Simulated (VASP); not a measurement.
# AlCu5: single point with PBE

AlCu5:

```
Al Cu
1.0
     6.28083    0.00000    0.00000
     0.00000    6.28083    0.00000
     0.00000    0.00000    2.52945
Al Cu
1 5
Direct
  0.50000 0.50000 0.00000
  0.31948 0.00000 0.50000
  0.68052 0.00000 0.50000
  0.00000 0.31948 0.50000
  0.00000 0.68052 0.50000
  0.00000 0.00000 0.00000
```

The cell was built from a structure type or drawn by symmetry, and may not be a known phase.

```json
{
 "Program": "VASP 6.6.1",
 "Task": "single point",
 "Functional": "PBE",
 "Potentials or basis": "VASP PAW PBE potentials, release 64 (Al, Cu)",
 "Cutoff": "520 eV",
 "k mesh": "4 × 4 × 6",
 "Occupations": "gaussian, width 0.1 eV",
 "Spin": "no spin polarisation",
 "Dipole correction": "no",
 "Further INCAR settings": "ALGO = Fast; EDIFF = 1e-06; NBANDS = 38"
}
```

The pressure is 0.4 GPa and the band gap on the k mesh is zero (bands 29 and 30 overlap by 2.90 eV).

Levels at points of the mesh, in eV from the Fermi level:
```csv
k point,band 26,band 27,band 28,band 29,band 30,band 31,band 32,band 33
"(0.00, 0.00, 0.00)",-1.74,-1.63,-1.57,-1.26,-1.26,-0.88,0.96,0.96
"(0.50, 0.00, 0.00)",-1.67,-1.66,-1.64,-1.26,-1.01,-0.89,0.64,2.32
"(0.50, 0.50, 0.00)",-1.64,-1.64,-1.64,-1.58,1.28,1.28,1.89,2.42
"(0.00, 0.00, 0.50)",-0.97,-0.86,0.45,1.64,3.06,3.06,3.11,3.62
"(0.50, 0.00, 0.50)",-0.90,-0.33,0.30,0.47,1.95,2.95,3.32,3.38
"(0.50, 0.50, 0.50)",-1.20,0.46,0.46,0.51,0.57,1.64,2.30,2.30
```

It took 52 s on 1 thread of Intel(R) Xeon(R) 6975P-C (Granite Rapids), with other jobs on the host, peak memory 0.23 GiB.

Caveat: the k points lie up to 0.41 Å⁻¹ apart, too coarse for converged energies and pressures of a metal.
